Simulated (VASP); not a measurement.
Runs of VASP 6.6.1 on Rh. The structure is that of space group Im-3m (No. 229), or close to it. The cells are those of the table. 

| level | spin | cell | k mesh | cutoff (eV) | smearing | grid for exact exchange (PRECFOCK) | screening parameter | gap on the mesh (eV) | pressure (GPa) | moment (μB) |
| --- | --- | --- | --- | --- | --- | --- | --- | --- | --- | --- |
| PBE | off | a = 2.763 Å, angles 109.5°, 1 atom | 16 × 16 × 16 | 500 | fermi-dirac 0.1 eV | - | - | none | -19.4 | - |
| PBE | off | a = 2.625 Å, angles 109.5°, 1 atom | 16 × 16 × 16 | 500 | fermi-dirac 0.1 eV | - | - | none | (a) | - |
| PBE | off | a = 2.661 Å, angles 109.5°, 1 atom | 15 × 15 × 15 | 500 | fermi-dirac 0.1 eV | - | - | none | 0.1 | - |
| PBE | collinear, ferromagnetic start | a = 2.661 Å, angles 109.5°, 1 atom | 24 × 24 × 24 | 520 | fermi-dirac 0.05 eV | - | - | none | 0.2 | 0.47 |
| PBE | off | a = 2.588 Å, angles 109.5°, 1 atom | 16 × 16 × 16 | 500 | fermi-dirac 0.1 eV | - | - | none | 23.9 | - |
| HSE06 | off | a = 2.661 Å, angles 109.5°, 1 atom | 7 × 7 × 7 | 520 | fermi-dirac 0.1 eV | Normal | 0.2079 1/Å | none | (b) | - |
| PBE | off | a = 2.550 Å, angles 109.5°, 1 atom | 16 × 16 × 16 | 500 | fermi-dirac 0.1 eV | - | - | none | 41.1 | - |
| PBE | non-collinear, zero start, SOC | a = 2.661 Å, angles 109.5°, 1 atom | 14 × 14 × 14 | 500 | fermi-dirac 0.1 eV | - | - | - | 0.4 | 0.00 |

Alike in all rows: task single point; potentials or basis VASP PAW PBE potentials, release 64 (Rh_pv).

Q: Fill in the values left out.

A: (a) 10.6; (b) -10.5.

Caveats: some runs use coarse meshes; the PAW data sets were made with another functional, which shifts forces and pressure a little (some runs).

A k mesh can miss the band edges, and rows without SOC leave out spin-orbit coupling on Rh.

A gap of «none» marks levels without a gap at the run's occupations.
